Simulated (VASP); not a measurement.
A run of VASP 6.6.1 is set up as follows.

INCAR

```
  PREC = Accurate
  ENCUT = 500
  EDIFF = 1E-7
  ISMEAR = 0
  SIGMA = 0.02
  LREAL = False
  LASPH = True
  NELM = 120
  ALGO = Normal
  ISIF = 3
  LWAVE = False
  LCHARG = False
  GGA = PE
  IBRION = 2
  NSW = 100
  EDIFFG = -0.002
  GGA_COMPAT = False
  NELMIN = 4
```

The input KPOINTS:

```
regular mesh
0
Gamma
  8 8 8
```

File POSCAR:

```
NaH
1.0
    0.0000000000      2.3864216700      2.3864216700
    2.3864216700      0.0000000000      2.3864216700
    2.3864216700      2.3864216700      0.0000000000
Na H
1 1
Direct
    0.0000000000      0.0000000000      0.0000000000
    0.5000000000      0.5000000000      0.5000000000
```

Potentials or basis: VASP PAW PBE potentials, release 64 (Na_pv, H).

Command:

```sh
$ cat potpaw_PBE.64/Na_pv/POTCAR potpaw_PBE.64/H/POTCAR > POTCAR
$ mpirun -np 1 vasp_std > vasp.out
```

(1) Predict the band gap on the k mesh.

(2) Predict the relaxed cell.

(3) What does it give for the space group after relaxing (to 0.1 Å)?

## Answers

(1) 3.77 eV (least direct gap 4.63 eV).

(2) a = 3.411 Å, b = 3.411 Å, c = 3.411 Å, α = 60.00°, β = 60.00°, γ = 60.00°.

(3) Fm-3m (No. 225).
